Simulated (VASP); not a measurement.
Runs of VASP 6.6.1 on BaTiO3. The structure is that of space group Pm-3m (No. 221), or close to it. The cells are those of the table. 

```csv
task,cell,cutoff (eV),gap on the mesh (eV),pressure (GPa)
single point,"a = 4.100, b = 4.100, c = 3.964 Å, 5 atoms",520,1.60,-2.2
single point,"a = 4.059, b = 4.059, c = 3.995 Å, 5 atoms",520,1.66,-0.5
relaxation of cell and atoms,"relaxed from a = 4.008 Å, 5 atoms",600,1.70,0.0
single point,"a = 4.059, b = 4.059, c = 3.991 Å, 5 atoms",520,1.66,-0.3
single point,"a = 4.100, b = 4.100, c = 3.971 Å, 5 atoms",520,1.60,(a)
single point,"a = 3.979, b = 3.979, c = 4.050 Å, 5 atoms",520,1.71,(b)
single point,"a = 4.140, b = 4.140, c = 3.940 Å, 5 atoms",520,1.55,-3.9
```

Alike in all rows: level PBE; potentials or basis VASP PAW PBE potentials, release 64 (Ba_sv, Ti_sv, O); no spin polarisation; k mesh 8 × 8 × 8; smearing gaussian 0.02 eV.

Question: Estimate the missing entries.

Answer: (a) -2.4; (b) 4.0.

Caveats: spin-orbit coupling is left out, which moves the levels of the heavy elements; the stress differs along the axes, from -4 to 2 GPa (at least some runs); the stress differs along the axes, from -4 to 1 GPa (at least some runs); the cell stands under pressure (at least some runs); the stress differs along the axes, from -7 to 2 GPa (at least some runs).

A k mesh can miss the band edges, and the runs leave out spin-orbit coupling on Ba.
